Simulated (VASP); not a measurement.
Write the native input for VASP 6.6.1 that does the following.

```
Task                   : single point
Functional             : PBE
Potentials or basis    : VASP PAW PBE potentials, release 64 (Tl_d)
Cutoff                 : 520 eV
k mesh                 : 4 × 4 × 4
Occupations            : fermi-dirac, width 0.1 eV
Spin                   : no spin polarisation
Dipole correction      : no
Further INCAR settings : ALGO = Normal; EDIFF = 1e-06; NBANDS = 20
```

The structure of Tl lies in POSCAR:

```
Tl
1.0
    0.0000000000      3.5660075255      3.5660075255
    3.5660075255      0.0000000000      3.5660075255
    3.5660075255      3.5660075255      0.0000000000
Tl
2
Direct
    0.1250000000      0.1250000000      0.1250000000
    0.8750000000      0.8750000000      0.8750000000
```

This isn't the form of Tl at room conditions, which is hcp.

The input as run:

INCAR

```
SYSTEM = Tl
ALGO = Normal
EDIFF = 1E-6
ENCUT = 520
GGA = PE
ISIF = 2
ISMEAR = -1
LASPH = .TRUE.
LCHARG = .FALSE.
LREAL = .FALSE.
LWAVE = .FALSE.
NBANDS = 20
NELM = 60
PREC = Accurate
SIGMA = 0.1
```

KPOINTS

```
k-points
0
G
  4 4 4
  0 0 0
```

Potentials or basis: VASP PAW PBE potentials, release 64 (Tl_d).

Command:

```sh
$ cat potpaw_PBE.64/Tl_d/POTCAR > POTCAR
$ mpirun -np 1 vasp_std > vasp.out
```

Results of the run:

- Pressure: -0.4 GPa
- Band gap on the k mesh: zero (bands 13 and 14 overlap by 2.95 eV)

Caveat: the k points lie up to 0.38 Å⁻¹ apart, too coarse for converged energies and pressures of a metal; spin-orbit coupling is left out, which moves the levels of the heavy elements.

It took 13 s on 1 thread of Intel(R) Xeon(R) Platinum 8259CL CPU @ 2.50GHz (Skylake/Cascade Lake), on a shared host, peak memory 0.22 GiB.
